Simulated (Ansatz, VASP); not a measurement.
# One calculation of HfB2, two programs

```
Hf B
1.0
     3.14000    0.00000    0.00000
    -1.57000    2.71932    0.00000
     0.00000    0.00000    3.48000
Hf B
1 2
Direct
  0.00000 0.00000 0.00000
  0.66667 0.33333 0.50000
  0.33333 0.66667 0.50000
```

Alike in both runs: functional PBE; k mesh 10 × 10 × 8; occupations fermi-dirac, width 0.05 eV; non-collinear spin, spin-orbit coupling.

|  | VASP | Ansatz |
| --- | --- | --- |
| version | VASP 6.6.1 | Ansatz 0.2.0 |
| potentials or method | VASP PAW PBE potentials, release 64 (Hf_pv, B) | Ansatz PAW |
| plane-wave cutoff (eV) | 520 | 420 |
| valence electrons in the cell | 16 | 32 |
| task | single point | band structure |

```csv
,VASP,Ansatz,Ansatz less VASP
pressure (GPa),1.0,1.0,-0.01
"traceless stress, the component that is largest in VASP (GPa)",0.52,0.12,-0.397
net moment per atom (μB),0.00,0.00,0.000
```

VASP's potentials hold 16 valence electrons a cell and Ansatz's 32, so a difference there can come from the potentials and not from the codes.
